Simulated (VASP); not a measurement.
# VH (Fm-3m) in VASP: notebook, part 2 of 2

VASP 6.6.1.

## (3) Single point, PBEsol, collinear spin, ferromagnetic start

The input, INCAR:

```
SYSTEM = VH
  ALGO = Normal
  EDIFF = 1E-6
  ENCUT = 500
  GGA = PS
  GGA_COMPAT = .FALSE.
  ISIF = 2
  ISMEAR = 1
  ISPIN = 2
  LASPH = .TRUE.
  LCHARG = .FALSE.
  LMAXMIX = 4
  LORBIT = 11
  LREAL = .FALSE.
  LWAVE = .FALSE.
  MAGMOM = 2 0
  NBANDS = 18
  NELM = 200
  PREC = Accurate
  SIGMA = 0.2
```

The input, KPOINTS:

```
k-points
0
G
  5 5 5
  0 0 0
```

The input, POSCAR:

```
VH
1.0
    0.0000000000      1.9637535000      1.9637535000
    1.9637535000      0.0000000000      1.9637535000
    1.9637535000      1.9637535000      0.0000000000
V H
1 1
Direct
    0.0000000000      0.0000000000      0.0000000000
    0.5000000000      0.5000000000      0.5000000000
```

Potentials or basis: VASP PAW PBE potentials, release 64 (V_sv, H).

Launch:

```bash
$ cat potpaw_PBE.64/V_sv/POTCAR potpaw_PBE.64/H/POTCAR > POTCAR
$ mpirun -np 1 vasp_std > vasp.out
```

OUTCAR:

```text
SYSTEM = VH
   EDIFF = 1E-6
   ENCUT = 500
   GGA = PS
   ISIF = 2
   ISMEAR = 1
   ISPIN = 2
   LASPH = .TRUE.
   LORBIT = 11
   LREAL = .FALSE.
   NELM = 200
   PREC = Accurate

 ion  position               nearest neighbor table
   1  0.000  0.000  0.000-
   2  0.500  0.500  0.500-

  LATTYP: Found a face centered cubic cell.
 ALAT       =     3.9275070000

  Lattice vectors:

 A1 = (   0.0000000000,   1.9637535000,   1.9637535000)
 A2 = (   1.9637535000,   0.0000000000,   1.9637535000)
 A3 = (   1.9637535000,   1.9637535000,   0.0000000000)

Analysis of symmetry for initial positions (statically):
=====================================================================
 Subroutine PRICEL returns:
 Original cell was already a primitive cell.

 Routine SETGRP: Setting up the symmetry group for a
 face centered cubic supercell.

 Subroutine GETGRP returns: Found 48 space group operations
[... 393 lines left out ...]
      4     -27.7911      1.00000
      5      -0.7792      1.00000
      6       9.6336      1.03470
[... 187 lines left out ...]
      5       3.0700      1.00000
      6       7.9378      1.00000
[... 10 lines left out ...]
     17      41.3562      0.00000
     18      41.5585      0.00000

------------------------ aborting loop because EDIFF is reached ----------------------------------------

  FORCE on cell =-STRESS in cart. coord.  units (eV):
  Direction    XX          YY          ZZ          XY          YZ          ZX
  --------------------------------------------------------------------------------------
  -------------------------------------------------------------------------------------
  Total       -0.3883911     -0.3883911     -0.3883911      0.0000000      0.0000000     -0.0000000
  in kB      -41.0855391    -41.0855391    -41.0855391      0.0000000      0.0000000     -0.0000000
  external PRESSURE =     -41.0855391 kB  Pullay stress =       0.0000000 kB

 VOLUME and BASIS-vectors are now :
 -----------------------------------------------------------------------------
  energy-cutoff  :      500.00
  volume of cell :       15.15
      direct lattice vectors                 reciprocal lattice vectors
     0.000000000  1.963753500  1.963753500    -0.254614441  0.254614441  0.254614441
     1.963753500  0.000000000  1.963753500     0.254614441 -0.254614441  0.254614441
     1.963753500  1.963753500  0.000000000     0.254614441  0.254614441 -0.254614441

 POSITION                                       TOTAL-FORCE (eV/Angst)
 -----------------------------------------------------------------------------------
      0.00000      0.00000      0.00000        -0.000000     -0.000000     -0.000000
      1.96375      1.96375      1.96375         0.000000      0.000000      0.000000
 -----------------------------------------------------------------------------------
    total drift:                                0.000000     -0.000000     -0.000000

  FREE ENERGIE OF THE ION-ELECTRON SYSTEM (eV)
  ---------------------------------------------------
  free  energy   TOTEN  =       -13.3751349990 eV

  energy  without entropy=      -13.3687707873  energy(sigma->0) =      -13.37301360

 total charge

# of ion       s       p       d       tot
------------------------------------------
    1        2.271   6.242   3.146  11.658
    2        0.534   0.031   0.000   0.565
--------------------------------------------------
tot          2.805   6.273   3.146  12.223

 magnetization (x)

# of ion       s       p       d       tot
------------------------------------------
    1       -0.001  -0.008  -0.221  -0.230
    2        0.003  -0.002   0.000   0.001
--------------------------------------------------
tot          0.002  -0.010  -0.221  -0.229
```

Wall time 9.7 s (1 thread of Intel Xeon 8259CL, shared host); peak memory 0.13 GiB.

Results:

- Free energy: -13.3751 eV
- Pressure: -4.1 GPa
- Net moment: -0.26 μB per cell
- Site moments: V -0.23; H +0.00 μB
- Valence electrons inside the program's atomic spheres: V 11.66; H 0.56

Caveat: the k points lie up to 0.55 Å⁻¹ apart; a moment this small can come from the mesh or the smearing; the PAW data sets were made with another functional, which shifts forces and pressure a little.

## (4) Single point, PBEsol, collinear spin, ferromagnetic start

The input, INCAR:

```
SYSTEM = VH
PREC = Accurate
ENCUT = 500
EDIFF = 1E-6
ISMEAR = 1
SIGMA = 0.2
LREAL = .FALSE.
LASPH = .TRUE.
NELM = 200
ALGO = Normal
ISIF = 2
LWAVE = .FALSE.
LCHARG = .TRUE.
ISPIN = 2
MAGMOM = 2 0
LORBIT = 11
LMAXMIX = 4
GGA = PS
LELF = .TRUE.
LVHAR = .TRUE.
NBANDS = 18
GGA_COMPAT = .FALSE.
```

The input, KPOINTS:

```
Automatic mesh
0
G
  6 6 6
  0 0 0
```

POSCAR is that of step 3.

Launch:

```bash
$ cat potpaw_PBE.64/V_sv/POTCAR potpaw_PBE.64/H/POTCAR > POTCAR
$ mpirun -np 1 vasp_std > vasp.out
```

It took 10 s on 1 thread of Intel Xeon 8259CL, shared host; peak memory 0.13 GiB.

Results (log left out):

```
Free energy                                           : -13.3559 eV
Pressure                                              : -2.9 GPa
Band gap on the k mesh                                : zero (filled and empty bands overlap)
Net moment                                            : 0.01 μB per cell
Valence electrons inside the program's atomic spheres : V 11.64; H 0.56
```

Levels at points of the mesh, in eV from the Fermi level:
Spin up:
```tsv
k point	band 3	band 4	band 5	band 6	band 7	band 8	band 9	band 10	band 11	band 12
(0.00, 0.00, 0.00)	-37.51	-37.51	-10.48	-0.07	-0.07	-0.07	1.40	1.40	12.83	16.54
(0.50, 0.00, 0.00)	-37.59	-37.59	-5.34	-3.83	-0.49	-0.49	2.59	2.59	7.32	10.66
(0.50, 0.50, 0.00)	-37.74	-37.74	-7.54	-2.67	1.73	2.48	2.96	2.96	6.77	10.81
```
Spin down:
```csv
k point,band 4,band 5,band 6,band 7,band 8,band 9,band 10,band 11
"(0.00, 0.00, 0.00)",-37.50,-10.47,-0.07,-0.07,-0.07,1.42,1.42,12.83
"(0.50, 0.00, 0.00)",-37.58,-5.34,-3.83,-0.47,-0.47,2.60,2.60,7.32
"(0.50, 0.50, 0.00)",-37.73,-7.54,-2.66,1.74,2.50,2.97,2.97,6.78
```

Caveat: the k points lie up to 0.46 Å⁻¹ apart, too coarse for converged energies and pressures of a metal; the moments typed at the start vanished in this run; the PAW data sets were made with another functional, which shifts forces and pressure a little.

## (5) Single point, PBEsol, collinear spin, ferromagnetic start

The input, INCAR:

```
PREC = Accurate
ENCUT = 500
EDIFF = 1E-6
ISMEAR = 1
SIGMA = 0.2
LREAL = False
LASPH = True
NELM = 200
ALGO = Normal
ISIF = 2
LWAVE = False
LCHARG = False
ISPIN = 2
MAGMOM = 2 0
LORBIT = 11
LMAXMIX = 4
GGA = PS
NBANDS = 18
GGA_COMPAT = False
```

The input, KPOINTS:

```
Automatic mesh
0
Gamma
  7 7 7
```

POSCAR is that of step 4.

Launch:

```bash
$ cat potpaw_PBE.64/V_sv/POTCAR potpaw_PBE.64/H/POTCAR > POTCAR
$ mpirun -np 1 vasp_std > vasp.out
```

It took 11 s on 1 thread of Intel Xeon 8259CL, shared host; peak memory 0.13 GiB.

The run converged. Its results:

| Item | Value |
| --- | --- |
| Free energy | -13.3862 eV |
| Pressure | -3.9 GPa |
| Band gap on the k mesh | zero (filled and empty bands overlap) |
| Net moment | 0.00 μB per cell |
| Valence electrons inside the program's atomic spheres | V 11.65; H 0.56 |

Levels at points of the mesh, in eV from the Fermi level:
Spin up:
```tsv
k point	band 3	band 4	band 5	band 6	band 7	band 8	band 9	band 10	band 11	band 12
(0.00, 0.00, 0.00)	-37.46	-37.46	-10.47	-0.04	-0.04	-0.04	1.45	1.45	12.84	16.54
```
Spin down:
| k point | band 4 | band 5 | band 6 | band 7 | band 8 | band 9 | band 10 | band 11 |
| --- | --- | --- | --- | --- | --- | --- | --- | --- |
| (0.00, 0.00, 0.00) | -37.46 | -10.47 | -0.04 | -0.04 | -0.04 | 1.45 | 1.45 | 12.84 |

Caveat: the k points lie up to 0.40 Å⁻¹ apart, too coarse for converged energies and pressures of a metal; the moments typed at the start vanished in this run; the PAW data sets were made with another functional, which shifts forces and pressure a little.

## (6) Single point, PBEsol, collinear spin, ferromagnetic start

The input, INCAR:

```
ALGO = Normal ; EDIFF = 1E-6
ENCUT = 500 ; GGA = PS
GGA_COMPAT = False ; ISIF = 2
ISMEAR = 1 ; ISPIN = 2
LASPH = True ; LCHARG = False
LMAXMIX = 4 ; LORBIT = 11
LREAL = False ; LWAVE = False
MAGMOM = 2 0 ; NBANDS = 18
NELM = 200 ; PREC = Accurate
SIGMA = 0.2
```

The input, KPOINTS:

```
k-points
0
Gamma
  9 9 9
```

POSCAR is that of step 5.

Potentials or basis: VASP PAW PBE potentials, release 64 (V_sv, H).

Launch:

```bash
$ cat potpaw_PBE.64/V_sv/POTCAR potpaw_PBE.64/H/POTCAR > POTCAR
$ mpirun -np 1 vasp_std > vasp.out
```

It took 16 s on 1 thread of Intel Xeon 8259CL, shared host; peak memory 0.14 GiB.

Results (log left out):

- Free energy: -13.3759 eV
- Pressure: -4.2 GPa
- Band gap on the k mesh: zero (filled and empty bands overlap)
- Net moment: 0.00 μB per cell
- Valence electrons inside the program's atomic spheres: V 11.66; H 0.56

Levels at points of the mesh, in eV from the Fermi level:
Spin up:
```csv
k point,band 5,band 6,band 7,band 8,band 9,band 10
"(0.00, 0.00, 0.00)",-10.54,-0.10,-0.10,-0.10,1.39,1.39
```
Spin down:
| k point | band 5 | band 6 | band 7 | band 8 | band 9 | band 10 |
| --- | --- | --- | --- | --- | --- | --- |
| (0.00, 0.00, 0.00) | -10.54 | -0.10 | -0.10 | -0.10 | 1.39 | 1.39 |

Caveat: the cell stands under tension; the moments typed at the start vanished in this run; the PAW data sets were made with another functional, which shifts forces and pressure a little.

## (7) Overview

```tsv
k mesh	gap on the mesh (eV)	pressure (GPa)	moment (μB)
4 × 4 × 4	none	-4.1	0.00
5 × 5 × 5	none	-4.1	0.26
6 × 6 × 6	none	-2.9	0.01
7 × 7 × 7	none	-3.9	0.00
9 × 9 × 9	none	-4.2	0.00
```

Alike in all rows: task single point; level PBEsol; potentials or basis VASP PAW PBE potentials, release 64 (V_sv, H); spin collinear, ferromagnetic start; cell as given; cutoff (eV) 500; smearing methfessel-paxton 0.2 eV.

Caveats: some runs use coarse meshes; the PAW data sets were made with another functional, which shifts forces and pressure a little; the moments typed at the start vanished in this run (at least some runs); a moment this small can come from the mesh or the smearing (at least some runs); the cell stands under tension (at least some runs).

Total energies depend on the potentials used, so only differences within one code and one set of settings carry meaning.
